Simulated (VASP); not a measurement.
# Ti (Im-3m) in VASP: further runs

The runs below take Ti through single point, with PBEsol.

Everything below comes from runs of VASP 6.6.1. Logs are shortened: lines on timing, memory, paths and dates and some standing lists are left out, and cuts for length are marked.

### 1 The cell of the first run

It takes space group Im-3m (No. 229, cubic). The conventional cell has a = 3.273 Å, b = 3.273 Å, c = 3.273 Å, α = 90.00°, β = 90.00°, γ = 90.00°. Ti (site symmetry m-3m) has 14 Ti at 2.83 to 3.27 Å within 3.7 Å.

### 2 Single point, PBEsol, collinear spin, ferromagnetic start

File INCAR:

```
SYSTEM = Ti
PREC = Accurate
ENCUT = 520
EDIFF = 1E-7
ISMEAR = 0
SIGMA = 0.15
LREAL = .FALSE.
LASPH = .TRUE.
NELM = 150
ALGO = Normal
ISIF = 2
LWAVE = .FALSE.
LCHARG = .TRUE.
ISPIN = 2
MAGMOM = 1
LORBIT = 11
NUPDOWN = 1.0
LMAXMIX = 4
GGA = PS
LELF = .TRUE.
LVHAR = .TRUE.
NBANDS = 16
```

File KPOINTS:

```
Automatic mesh
0
G
  22 22 22
  0 0 0
```

File POSCAR:

```
Ti
1.0
   -1.6365916723      1.6365916723      1.6365916723
    1.6365916723     -1.6365916723      1.6365916723
    1.6365916723      1.6365916723     -1.6365916723
Ti
1
Direct
    0.0000000000      0.0000000000      0.0000000000
```

Potentials or basis: VASP PAW PBE potentials, release 64 (Ti_sv).

Run with:

```console
$ cat potpaw_PBE.64/Ti_sv/POTCAR > POTCAR
$ mpirun -np 1 vasp_std > vasp.out
```

OUTCAR:

```text
SYSTEM = Ti
   PREC = Accurate
   ENCUT = 520
   EDIFF = 1E-7
   ISMEAR = 0
   LREAL = .FALSE.
   LASPH = .TRUE.
   NELM = 150
   ISIF = 2
   ISPIN = 2
   LORBIT = 11
   NUPDOWN = 1.0
   GGA = PS

 ion  position               nearest neighbor table
   1  0.000  0.000  0.000-

  LATTYP: Found a body centered cubic cell.
 ALAT       =     3.2731833446

  Lattice vectors:

 A1 = (  -1.6365916723,   1.6365916723,   1.6365916723)
 A2 = (   1.6365916723,  -1.6365916723,   1.6365916723)
 A3 = (   1.6365916723,   1.6365916723,  -1.6365916723)

Analysis of symmetry for initial positions (statically):
=====================================================================
 Subroutine PRICEL returns:
 Original cell was already a primitive cell.

 Routine SETGRP: Setting up the symmetry group for a
 body centered cubic supercell.

 Subroutine GETGRP returns: Found 48 space group operations
 (whereof 48 operations were pure point group operations)
 out of a pool of 48 trial point group operations.

The static configuration has the point symmetry O_h .

Analysis of symmetry for dynamics (positions and initial velocities):
=====================================================================
 Subroutine PRICEL returns:
 Original cell was already a primitive cell.

 Routine SETGRP: Setting up the symmetry group for a
 body centered cubic supercell.

 Subroutine GETGRP returns: Found 48 space group operations
 (whereof 48 operations were pure point group operations)
 out of a pool of 48 trial point group operations.

The dynamic configuration has the point symmetry O_h .

Analysis of structural, dynamic, and magnetic symmetry:
=====================================================================
 Subroutine PRICEL returns:
 Original cell was already a primitive cell.

 Routine SETGRP: Setting up the symmetry group for a
 body centered cubic supercell.

 Subroutine GETGRP returns: Found 48 space group operations
 (whereof 48 operations were pure point group operations)
 out of a pool of 48 trial point group operations.

The overall configuration has the point symmetry O_h .

 Subroutine INISYM returns: Found 48 space group operations
 (whereof 48 operations are pure point group operations),
 and found     1 'primitive' translations

----------------------------------------------------------------------------------------

                                     Primitive cell

  volume of cell :      17.5340

  direct lattice vectors                    reciprocal lattice vectors
    -1.636591672  1.636591672  1.636591672     0.000000000  0.305512981  0.305512981
     1.636591672 -1.636591672  1.636591672     0.305512981  0.000000000  0.305512981
     1.636591672  1.636591672 -1.636591672     0.305512981  0.305512981  0.000000000

  length of vectors
     2.834659928  2.834659928  2.834659928     0.432060601  0.432060601  0.432060601

  position of ions in fractional coordinates (direct lattice)
     0.000000000  0.000000000  0.000000000

  ion indices of the primitive-cell ions
   primitive index   ion index
                 1           1

----------------------------------------------------------------------------------------

 KPOINTS: Automatic mesh

Automatic generation of k-mesh.
 Grid dimensions read from file:
 generate k-points for:   22   22   22

 Generating k-lattice:

  Cartesian coordinates                     Fractional coordinates (reciprocal lattice)
     0.000000000  0.013886954  0.013886954     0.045454545  0.000000000  0.000000000
     0.013886954  0.000000000  0.013886954     0.000000000  0.045454545  0.000000000
     0.013886954  0.013886954  0.000000000     0.000000000  0.000000000  0.045454545

  Length of vectors
     0.019639118  0.019639118  0.019639118

  Shift w.r.t. Gamma in fractional coordinates (k-lattice)
     0.000000000  0.000000000  0.000000000

 Subroutine IBZKPT returns following result:
 ===========================================

 Found    328 irreducible k-points:

 Following reciprocal coordinates:
            Coordinates               Weight
  0.000000  0.000000  0.000000      1.000000
  0.045455  0.000000  0.000000     12.000000
  0.090909  0.000000  0.000000     12.000000
  0.136364  0.000000  0.000000     12.000000
  0.181818  0.000000  0.000000     12.000000
  0.227273  0.000000  0.000000     12.000000
[... 16 lines left out ...]
  0.090909  0.090909  0.000000     24.000000
  0.136364  0.090909  0.000000     48.000000
 [... further k-points ...]
   k-points           NKPTS =    328   k-points in BZ     NKDIM =    328   number of bands    NBANDS=     16
   number of dos      NEDOS =    301   number of ions     NIONS =      1
   total plane-waves  NPLWV =  13824
   dimension x,y,z NGX =    24 NGY =   24 NGZ =   24
   dimension x,y,z NGXF=    48 NGYF=   48 NGZF=   48
   ions per type =               1
   NGX,Y,Z   is equivalent  to a cutoff of  14.08, 14.08, 14.08 a.u.
   NGXF,Y,Z  is equivalent  to a cutoff of  28.15, 28.15, 28.15 a.u.
 SYSTEM =  Ti
   PREC   = accura    normal or accurate (medium, high low for compatibility)
   ISTART =      0    job   : 0-new  1-cont  2-samecut
   ICHARG =      2    charge: 1-file 2-atom 10-const
   ISPIN  =      2    spin polarized calculation?
   LNONCOLLINEAR =      F non collinear calculations
   LSORBIT =      F    spin-orbit coupling
   LASPH  =      T    aspherical Exc in radial PAW
   ENCUT  =  520.0 eV  38.22 Ry    6.18 a.u.   5.27  5.27  5.27*2*pi/ulx,y,z
   NELM   =    150;   NELMIN=  2; NELMDL= -5     # of ELM steps
   EDIFF  = 0.1E-06   stopping-criterion for ELM
   LREAL  =      F    real-space projection
   EDIFFG = 0.1E-05   stopping-criterion for IOM
   NSW    =      0    number of steps for IOM
   IBRION =     -1    ionic relax: 0-MD 1-quasi-New 2-CG
   NFREE  =      0    steps in history (QN), initial steepest desc. (CG)
   ISIF   =      2    stress and relaxation
   ISYM   =      2    0-nonsym 1-usesym 2-fastsym
   POTIM  = 0.5000    time-step for ionic-motion
   TEBEG  =    0.0;   TEEND  =   0.0 temperature during run
   PSTRESS=    0.0 pullay stress
   NELECT =      12.0000    total number of electrons
   NUPDOWN=       1.0000    fix difference up-down
   EMIN   =  10.00;   EMAX   =-10.00  energy-range for DOS
   EFERMI =   0.00;   METHOD = LEGACY
   ISMEAR =     0;   SIGMA  =   0.15  broadening in eV -4-tet -1-fermi 0-gaus
   EFERMI_NEDOS =   21; number of points for ismear=-14 and -15
   IALGO  =     38    algorithm
   IMIX   =      4    mixing-type and parameters
     AMIX     =   0.40;   BMIX     =  1.00
     AMIX_MAG =   1.60;   BMIX_MAG =  1.00
  volume/ion in A,a.u.               =      17.53       118.33
  Fermi-wavevector in a.u.,A,eV,Ry     =   1.442696  2.726301 28.318793  2.081373
  Thomas-Fermi vector in A             =   2.561187
   LORBIT       =     11    0 simple, 1 ext, 2 COOP (PROOUT), +10 PAW based schemes
   GGA     = PS    functional components
   LHFCALC =     F    Hartree Fock is set to
   AEXX    =    0.0000 exact exchange contribution
   IVDW    =     0    specifies the selected vdW correction
   LEPSILON=     F    determine dielectric tensor
   LRPA    =     F    only Hartree local field effects (RPA)
 spin polarized calculation
 Gauss-broadening in eV      SIGMA  =   0.15
  energy-cutoff  :      520.00
  volume of cell :       17.53
 maximum number of plane-waves:       490
 NGX is ok and might be reduce to    24
   NGX = 11   NGY = 11   NGZ = 11

 number of electron      11.9999999 magnetization       1.0000000

 Free energy of the ion-electron system (eV)
  ---------------------------------------------------
  ext. energy  EPLUGINS =         0.00000000
  ---------------------------------------------------
  free energy    TOTEN  =        -8.20214557 eV

  energy without entropy =       -8.17776811  energy(sigma->0) =       -8.18995684

 E-fermi :   7.8414     XC(G=0): -11.5649

 val. band max:        7.9371169084   @ k =   0.2273   0.0455   0.0000
 cond. band min:       7.8465513347   @ k =  -0.2727   0.4091   0.0909
 fundamental gap:     -0.0905655737
 Fermi energy:         7.9490206333

 spin component 1

 k-point     1 :       0.0000    0.0000    0.0000
  band No.  band energies     occupation
      1     -48.7325      1.00000
      2     -24.6959      1.00000
      3     -24.6959      1.00000
      4     -24.6959      1.00000
      5       1.5884      1.00000
      6       8.4620      0.00000
[... 8 lines left out ...]
     15      30.9231      0.00000
     16      34.2746      0.00000

 k-point     2 :       0.0455    0.0000    0.0000
  band No.  band energies     occupation
      1     -48.7299      1.00000
      2     -24.7100      1.00000
      3     -24.7003      1.00000
      4     -24.6960      1.00000
      5       1.6590      1.00000
      6       8.4297      0.00000
[... 8 lines left out ...]
     15      31.0099      0.00000
     16      33.0436      0.00000

 k-point     3 :       0.0909    0.0000    0.0000
  band No.  band energies     occupation
      1     -48.7223      1.00000
      2     -24.7510      1.00000
      3     -24.7130      1.00000
      4     -24.6962      1.00000
      5       1.8675      1.00000
      6       8.3367      0.00013
[... 8 lines left out ...]
     15      31.0425      0.00000
     16      31.7995      0.00000

 k-point     4 :       0.1364    0.0000    0.0000
  band No.  band energies     occupation
      1     -48.7103      1.00000
      2     -24.8151      1.00000
      3     -24.7329      1.00000
      4     -24.6966      1.00000
      5       2.2040      1.00000
      6       8.1940      0.01044
[... 8 lines left out ...]
     15      30.5331      0.00000
     16      30.5458      0.00000
[... 324 lines left out ...]
 k-point    22 :       0.4545    0.0455    0.0000
  band No.  band energies     occupation
      1     -48.6026      1.00000
      2     -25.3549      1.00000
      3     -24.9097      1.00000
      4     -24.7053      1.00000
      5       5.1275      1.00000
      6       7.1031      1.00000
[... 8 lines left out ...]
     15      30.1365      0.00000
     16      31.8798      0.00000

 k-point    23 :       0.0909    0.0909    0.0000
  band No.  band energies     occupation
      1     -48.7034      1.00000
      2     -24.8511      1.00000
      3     -24.7319      1.00000
      4     -24.7094      1.00000
      5       2.4008      1.00000
      6       8.1652      0.02078
[... 8 lines left out ...]
     15      29.4639      0.00000
     16      31.6481      0.00000

 k-point    24 :       0.1364    0.0909    0.0000
  band No.  band energies     occupation
      1     -48.6886      1.00000
      2     -24.9260      1.00000
      3     -24.7557      1.00000
      4     -24.7136      1.00000
      5       2.8391      1.00000
      6       8.0018      0.30922
[... 8 lines left out ...]
     15      29.5329      0.00000
     16      31.5377      0.00000

 [... further k-points ...]

 spin component 2

 k-point     1 :       0.0000    0.0000    0.0000
  band No.  band energies     occupation
      1     -48.1201      1.00000
      2     -24.0810      1.00000
      3     -24.0810      1.00000
      4     -24.0810      1.00000
      5       2.3080      1.00000
      6       9.2723      0.00000
[... 8 lines left out ...]
     15      31.4233      0.00000
     16      34.9343      0.00000

 k-point     2 :       0.0455    0.0000    0.0000
  band No.  band energies     occupation
      1     -48.1176      1.00000
      2     -24.0949      1.00000
      3     -24.0853      1.00000
      4     -24.0811      1.00000
      5       2.3785      1.00000
      6       9.2399      0.00000
[... 8 lines left out ...]
     15      31.5278      0.00000
     16      33.8420      0.00000

 k-point     3 :       0.0909    0.0000    0.0000
  band No.  band energies     occupation
      1     -48.1101      1.00000
      2     -24.1352      1.00000
      3     -24.0977      1.00000
      4     -24.0814      1.00000
      5       2.5867      1.00000
      6       9.1468      0.00000
[... 8 lines left out ...]
     15      31.6542      0.00000
     16      32.5946      0.00000

 k-point     4 :       0.1364    0.0000    0.0000
  band No.  band energies     occupation
      1     -48.0982      1.00000
      2     -24.1984      1.00000
      3     -24.1172      1.00000
      4     -24.0818      1.00000
      5       2.9227      1.00000
      6       9.0039      0.00000
[... 8 lines left out ...]
     15      31.2650      0.00000
     16      31.3539      0.00000
[... 324 lines left out ...]
 k-point    22 :       0.4545    0.0455    0.0000
  band No.  band energies     occupation
      1     -47.9919      1.00000
      2     -24.7301      1.00000
      3     -24.2903      1.00000
      4     -24.0911      1.00000
      5       5.8395      1.00000
      6       7.9110      0.25586
[... 8 lines left out ...]
     15      30.8083      0.00000
     16      32.6438      0.00000

 k-point    23 :       0.0909    0.0909    0.0000
  band No.  band energies     occupation
      1     -48.0915      1.00000
      2     -24.2337      1.00000
      3     -24.1163      1.00000
      4     -24.0944      1.00000
      5       3.1192      1.00000
      6       8.9702      0.00000
[... 8 lines left out ...]
     15      30.0809      0.00000
     16      32.3767      0.00000

 k-point    24 :       0.1364    0.0909    0.0000
  band No.  band energies     occupation
      1     -48.0768      1.00000
      2     -24.3075      1.00000
      3     -24.1397      1.00000
      4     -24.0986      1.00000
      5       3.5570      1.00000
      6       8.8036      0.00000
[... 8 lines left out ...]
     15      30.1556      0.00000
     16      32.3168      0.00000

 [... further k-points ...]
[... 5 lines left out ...]
  --------------------------------------------------------------------------------------
  -------------------------------------------------------------------------------------
  Total       -0.4270745     -0.4270745     -0.4270745      0.0000000     -0.0000000      0.0000000
  in kB      -39.0241288    -39.0241288    -39.0241288      0.0000000     -0.0000000      0.0000000
  external PRESSURE =     -39.0241288 kB  Pullay stress =       0.0000000 kB

 VOLUME and BASIS-vectors are now :
 -----------------------------------------------------------------------------
  energy-cutoff  :      520.00
  volume of cell :       17.53
      direct lattice vectors                 reciprocal lattice vectors
    -1.636591672  1.636591672  1.636591672     0.000000000  0.305512981  0.305512981
     1.636591672 -1.636591672  1.636591672     0.305512981  0.000000000  0.305512981
     1.636591672  1.636591672 -1.636591672     0.305512981  0.305512981  0.000000000

 POSITION                                       TOTAL-FORCE (eV/Angst)
 -----------------------------------------------------------------------------------
      0.00000      0.00000      0.00000         0.000000      0.000000      0.000000
 -----------------------------------------------------------------------------------
    total drift:                               -0.000000      0.000000      0.000000

  FREE ENERGIE OF THE ION-ELECTRON SYSTEM (eV)
  ---------------------------------------------------
  free  energy   TOTEN  =        -8.2021455652 eV

  energy  without entropy=       -8.1777681067  energy(sigma->0) =       -8.18995684

 total charge

# of ion       s       p       d       tot
------------------------------------------
    1        2.243   6.115   1.900  10.258

 magnetization (x)

# of ion       s       p       d       tot
------------------------------------------
    1        0.005   0.056   0.639   0.700
```

Run time: 57 s. Hardware: 1 thread of Intel Xeon 6975P-C (Granite Rapids), shared host; peak memory 0.25 GiB.

What came out:

```yaml
Free_energy: -8.2021 eV
Pressure: -3.9 GPa
Net_moment: 1.00 μB per cell
Site_moments: Ti +0.70 μB
Valence_electrons_inside_the_program's_atomic_spheres: Ti 10.26
```

Caveat: the PAW data sets were made with another functional, which shifts forces and pressure a little; the total moment is fixed, so each spin has its own Fermi level.

[end of part 1 of 2]
